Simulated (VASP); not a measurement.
# ReP (Fm-3m) in VASP: single point with PBE

Aim: the single point of ReP with PBE.

All numbers are computed with VASP 6.6.1; they aren't measurements. Logs are shortened: lines on timing, memory, paths and dates and some standing lists are left out, and cuts for length are marked.

**1. The cell of the first run**

It takes space group Fm-3m (No. 225, cubic). Conventional cell: a = 4.916 Å, b = 4.916 Å, c = 4.916 Å, α = 90.00°, β = 90.00°, γ = 90.00°. Within 3.2 Å of Re (site symmetry m-3m) lie 6 P at 2.46 Å. Within 3.2 Å of P (site symmetry m-3m) lie 6 Re at 2.46 Å.

**2. Single point, PBE**

POSCAR

```
ReP
1.0
    0.0000000000      2.4579799456      2.4579799456
    2.4579799456      0.0000000000      2.4579799456
    2.4579799456      2.4579799456      0.0000000000
Re P
1 1
Direct
    0.5000000000      0.5000000000      0.5000000000
    0.0000000000      0.0000000000      0.0000000000
```

INCAR.step1

```
  PREC = Accurate
  ENCUT = 520
  EDIFF = 1E-6
  ISMEAR = 0
  SIGMA = 0.05
  LREAL = False
  LASPH = True
  NELM = 80
  ALGO = Normal
  ISIF = 2
  LWAVE = False
  LCHARG = True
  LMAXMIX = 4
  GGA = PE
  NBANDS = 13
```

KPOINTS.step1

```
Automatic mesh
0
Gamma
  12 12 12
```

INCAR.step2

```
  PREC = Accurate
  ENCUT = 520
  EDIFF = 1E-6
  ISMEAR = -5
  SIGMA = 0.05
  LREAL = False
  LASPH = True
  NELM = 80
  ALGO = Normal
  ISIF = 2
  LWAVE = False
  LCHARG = False
  LMAXMIX = 4
  GGA = PE
  LORBIT = 11
  NEDOS = 1001
  ICHARG = 11
```

KPOINTS.step2

```
Automatic mesh
0
Gamma
  18 18 18
```

Potentials or basis: VASP PAW PBE potentials, release 64 (Re, P).

Run with:

```bash
> cat potpaw_PBE.64/Re/POTCAR potpaw_PBE.64/P/POTCAR > POTCAR
> cp INCAR.step1 INCAR
> cp KPOINTS.step1 KPOINTS
> mpirun -np 1 vasp_std > vasp.out
> cp INCAR.step2 INCAR
> cp KPOINTS.step2 KPOINTS
> mpirun -np 1 vasp_std > vasp.out
```

OUTCAR:

```text
PREC = Accurate
   ENCUT = 520
   EDIFF = 1E-6
   ISMEAR = -5
   LREAL = False
   LASPH = True
   NELM = 80
   ISIF = 2
   GGA = PE
   LORBIT = 11
   ICHARG = 11

 ion  position               nearest neighbor table
   1  0.500  0.500  0.500-   2 2.46   2 2.46   2 2.46   2 2.46   2 2.46   2 2.46
   2  0.000  0.000  0.000-   1 2.46   1 2.46   1 2.46   1 2.46   1 2.46   1 2.46

  LATTYP: Found a face centered cubic cell.
 ALAT       =     4.9159598912

  Lattice vectors:

 A1 = (   0.0000000000,   2.4579799456,   2.4579799456)
 A2 = (   2.4579799456,   0.0000000000,   2.4579799456)
 A3 = (   2.4579799456,   2.4579799456,   0.0000000000)

Analysis of symmetry for initial positions (statically):
=====================================================================
 Subroutine PRICEL returns:
 Original cell was already a primitive cell.

 Routine SETGRP: Setting up the symmetry group for a
 face centered cubic supercell.

 Subroutine GETGRP returns: Found 48 space group operations
 (whereof 48 operations were pure point group operations)
 out of a pool of 48 trial point group operations.

The static configuration has the point symmetry O_h .

Analysis of symmetry for dynamics (positions and initial velocities):
=====================================================================
 Subroutine PRICEL returns:
 Original cell was already a primitive cell.

 Routine SETGRP: Setting up the symmetry group for a
 face centered cubic supercell.

 Subroutine GETGRP returns: Found 48 space group operations
 (whereof 48 operations were pure point group operations)
 out of a pool of 48 trial point group operations.

The dynamic configuration has the point symmetry O_h .

 Subroutine INISYM returns: Found 48 space group operations
 (whereof 48 operations are pure point group operations),
 and found     1 'primitive' translations

----------------------------------------------------------------------------------------

                                     Primitive cell

  volume of cell :      29.7006

  direct lattice vectors                    reciprocal lattice vectors
     0.000000000  2.457979946  2.457979946    -0.203419072  0.203419072  0.203419072
     2.457979946  0.000000000  2.457979946     0.203419072 -0.203419072  0.203419072
     2.457979946  2.457979946  0.000000000     0.203419072  0.203419072 -0.203419072

  length of vectors
     3.476108575  3.476108575  3.476108575     0.352332168  0.352332168  0.352332168

  position of ions in fractional coordinates (direct lattice)
     0.500000000  0.500000000  0.500000000
     0.000000000  0.000000000  0.000000000

  ion indices of the primitive-cell ions
   primitive index   ion index
                 1           1
                 2           2

----------------------------------------------------------------------------------------

 KPOINTS: Automatic mesh

Automatic generation of k-mesh.
 Grid dimensions read from file:
 generate k-points for:   18   18   18

 Generating k-lattice:

  Cartesian coordinates                     Fractional coordinates (reciprocal lattice)
    -0.011301060  0.011301060  0.011301060     0.055555556  0.000000000  0.000000000
     0.011301060 -0.011301060  0.011301060     0.000000000  0.055555556  0.000000000
     0.011301060  0.011301060 -0.011301060     0.000000000  0.000000000  0.055555556

  Length of vectors
     0.019574009  0.019574009  0.019574009

  Shift w.r.t. Gamma in fractional coordinates (k-lattice)
     0.000000000  0.000000000  0.000000000

 TETIRR: Found    806 inequivalent tetrahedra from    34992

 Subroutine IBZKPT returns following result:
 ===========================================

 Found    195 irreducible k-points:

 Following reciprocal coordinates:
            Coordinates               Weight
  0.000000  0.000000  0.000000      1.000000
  0.055556  0.000000  0.000000      8.000000
  0.111111  0.000000  0.000000      8.000000
  0.166667  0.000000  0.000000      8.000000
  0.222222  0.000000  0.000000      8.000000
  0.277778  0.000000  0.000000      8.000000
[... 16 lines left out ...]
 -0.277778  0.055556  0.000000     24.000000
 -0.222222  0.055556  0.000000     24.000000
 [... further k-points ...]
   k-points           NKPTS =    195   k-points in BZ     NKDIM =    195   number of bands    NBANDS=     10
   number of dos      NEDOS =   1001   number of ions     NIONS =      2
   total plane-waves  NPLWV =  21952
   dimension x,y,z NGX =    28 NGY =   28 NGZ =   28
   dimension x,y,z NGXF=    56 NGYF=   56 NGZF=   56
   ions per type =               1   1
   NGX,Y,Z   is equivalent  to a cutoff of  13.39, 13.39, 13.39 a.u.
   NGXF,Y,Z  is equivalent  to a cutoff of  26.78, 26.78, 26.78 a.u.
 SYSTEM =  unknown system
   PREC   = accura    normal or accurate (medium, high low for compatibility)
   ISTART =      0    job   : 0-new  1-cont  2-samecut
   ICHARG =     11    charge: 1-file 2-atom 10-const
   ISPIN  =      1    spin polarized calculation?
   LNONCOLLINEAR =      F non collinear calculations
   LSORBIT =      F    spin-orbit coupling
   LASPH  =      T    aspherical Exc in radial PAW
   ENCUT  =  520.0 eV  38.22 Ry    6.18 a.u.   6.46  6.46  6.46*2*pi/ulx,y,z
   NELM   =     80;   NELMIN=  2; NELMDL=  0     # of ELM steps
   EDIFF  = 0.1E-05   stopping-criterion for ELM
   LREAL  =      F    real-space projection
   EDIFFG = 0.1E-04   stopping-criterion for IOM
   NSW    =      0    number of steps for IOM
   IBRION =     -1    ionic relax: 0-MD 1-quasi-New 2-CG
   NFREE  =      0    steps in history (QN), initial steepest desc. (CG)
   ISIF   =      2    stress and relaxation
   ISYM   =      2    0-nonsym 1-usesym 2-fastsym
   POTIM  = 0.5000    time-step for ionic-motion
   TEBEG  =    0.0;   TEEND  =   0.0 temperature during run
   PSTRESS=    0.0 pullay stress
   NELECT =      12.0000    total number of electrons
   NUPDOWN=      -1.0000    fix difference up-down
   EMIN   =  10.00;   EMAX   =-10.00  energy-range for DOS
   EFERMI =   0.00;   METHOD = LEGACY
   ISMEAR =    -5;   SIGMA  =   0.05  broadening in eV -4-tet -1-fermi 0-gaus
   EFERMI_NEDOS =   21; number of points for ismear=-14 and -15
   IALGO  =     38    algorithm
   IMIX   =      4    mixing-type and parameters
     AMIX     =   0.40;   BMIX     =  1.00
     AMIX_MAG =   1.60;   BMIX_MAG =  1.00
  volume/ion in A,a.u.               =      14.85       100.21
  Fermi-wavevector in a.u.,A,eV,Ry     =   1.210264  2.287068 19.928995  1.464740
  Thomas-Fermi vector in A             =   2.345816
   LORBIT       =     11    0 simple, 1 ext, 2 COOP (PROOUT), +10 PAW based schemes
   GGA     = PE    functional components
   LHFCALC =     F    Hartree Fock is set to
   AEXX    =    0.0000 exact exchange contribution
   IVDW    =     0    specifies the selected vdW correction
   LEPSILON=     F    determine dielectric tensor
   LRPA    =     F    only Hartree local field effects (RPA)
 non-spin polarized calculation
 Fermi weights with tetrahedron method with Bloechl corrections
  energy-cutoff  :      520.00
  volume of cell :       29.70
 maximum number of plane-waves:       822
 NGX is ok and might be reduce to    28

 number of electron      12.0000001 magnetization

 Free energy of the ion-electron system (eV)
  ---------------------------------------------------
  ext. energy  EPLUGINS =         0.00000000
  ---------------------------------------------------
  free energy    TOTEN  =       -16.55962595 eV

  energy without entropy =      -16.55962595  energy(sigma->0) =      -16.55962595

 E-fermi :   8.9937     XC(G=0): -12.4059

 val. band max:        9.0438331153   @ k =  -0.4444   0.3333   0.1111
 cond. band min:       8.9794669270   @ k =   0.2778   0.1111   0.0556
 fundamental gap:     -0.0643661883
 Fermi energy:         8.9936974500

 k-point     1 :       0.0000    0.0000    0.0000
  band No.  band energies     occupation
      1      -5.6044      2.00000
      2       6.1703      2.00000
      3       6.1703      2.00000
      4       6.1703      2.00000
      5       6.5860      2.00000
      6       6.5860      2.00000
      7       8.7098      2.00000
      8       8.7098      2.60879
      9       8.7098      2.50974
     10      15.0543      0.00000

 k-point     2 :       0.0556    0.0000    0.0000
  band No.  band energies     occupation
      1      -5.5438      2.00000
      2       6.0012      2.00000
      3       6.1325      2.00000
      4       6.1325      2.00000
      5       6.4158      2.00000
      6       6.4158      2.00000
      7       8.6592      2.00000
      8       9.0466      0.42892
      9       9.0466      0.13476
     10      15.2911      0.00000

 k-point     3 :       0.1111    0.0000    0.0000
  band No.  band energies     occupation
      1      -5.3633      2.00000
      2       5.5199      2.00000
      3       5.7078      2.00000
      4       5.7078      2.00000
      5       6.4701      2.00000
      6       6.4701      2.00000
      7       8.5632      2.00000
      8       9.7988     -0.00190
      9       9.7988      0.00000
     10      15.9087      0.00000
[... 248 lines left out ...]
 k-point    23 :      -0.2778    0.0556    0.0000
  band No.  band energies     occupation
      1      -3.9560      2.00000
      2       2.7109      2.00000
      3       4.0044      2.00000
      4       4.1888      2.00000
      5       7.4585      2.00000
      6       7.7753      2.00000
      7       8.8453      1.88766
      8      12.2964      0.00000
      9      13.7420      0.00000
     10      15.1159      0.00000

 k-point    24 :      -0.2222    0.0556    0.0000
  band No.  band energies     occupation
      1      -4.4690      2.00000
      2       3.5835      2.00000
      3       4.3721      2.00000
      4       4.5959      2.00000
      5       7.0420      2.00000
      6       7.3744      2.00000
      7       8.7147      2.21261
      8      11.3874      0.00000
      9      12.6669      0.00000
     10      16.1870      0.00000

 [... further k-points ...]

------------------------ aborting loop because EDIFF is reached ----------------------------------------

  FORCE on cell =-STRESS in cart. coord.  units (eV):
  Direction    XX          YY          ZZ          XY          YZ          ZX
  --------------------------------------------------------------------------------------
  -------------------------------------------------------------------------------------
  Total        0.2475003      0.2475003      0.2475003     -0.0000000     -0.0000000      0.0000000
  in kB       13.3512332     13.3512332     13.3512332     -0.0000000     -0.0000000      0.0000000
  external PRESSURE =      13.3512332 kB  Pullay stress =       0.0000000 kB

 VOLUME and BASIS-vectors are now :
 -----------------------------------------------------------------------------
  energy-cutoff  :      520.00
  volume of cell :       29.70
      direct lattice vectors                 reciprocal lattice vectors
     0.000000000  2.457979946  2.457979946    -0.203419072  0.203419072  0.203419072
     2.457979946  0.000000000  2.457979946     0.203419072 -0.203419072  0.203419072
     2.457979946  2.457979946  0.000000000     0.203419072  0.203419072 -0.203419072

 POSITION                                       TOTAL-FORCE (eV/Angst)
 -----------------------------------------------------------------------------------
      2.45798      2.45798      2.45798        -0.000000     -0.000000     -0.000000
      0.00000      0.00000      0.00000         0.000000      0.000000      0.000000
 -----------------------------------------------------------------------------------
    total drift:                                0.000000      0.000000      0.000000

  FREE ENERGIE OF THE ION-ELECTRON SYSTEM (eV)
  ---------------------------------------------------
  free  energy   TOTEN  =       -16.5596259480 eV

  energy  without entropy=      -16.5596259480  energy(sigma->0) =      -16.55962595

 total charge

# of ion       s       p       d       tot
------------------------------------------
    1        0.490   0.462   5.040   5.992
    2        1.006   1.477   0.000   2.484
--------------------------------------------------
tot          1.496   1.939   5.040   8.475
```

Run time: 90 s. Hardware: 1 thread of Intel Xeon 8259CL, shared host; peak memory 0.21 GiB.

What came out:

* Valence electrons inside the program's atomic spheres: Re 5.99; P 2.48

Levels at points of the mesh, in eV from the Fermi level:
| k point | band 3 | band 4 | band 5 | band 6 | band 7 | band 8 | band 9 | band 10 |
| --- | --- | --- | --- | --- | --- | --- | --- | --- |
| (0.00, 0.00, 0.00) | -2.82 | -2.82 | -2.41 | -2.41 | -0.28 | -0.28 | -0.28 | 6.06 |
| (0.50, 0.00, 0.00) | -5.56 | -5.56 | -0.21 | -0.21 | 0.60 | 3.35 | 6.25 | 7.16 |
| (0.50, 0.50, 0.00) | -4.76 | -2.51 | -2.51 | -1.29 | 0.49 | 0.53 | 0.53 | 4.43 |

Caveat: spin-orbit coupling is left out, which moves the levels of the heavy elements; tetrahedron occupations give inexact forces and stress in metals.
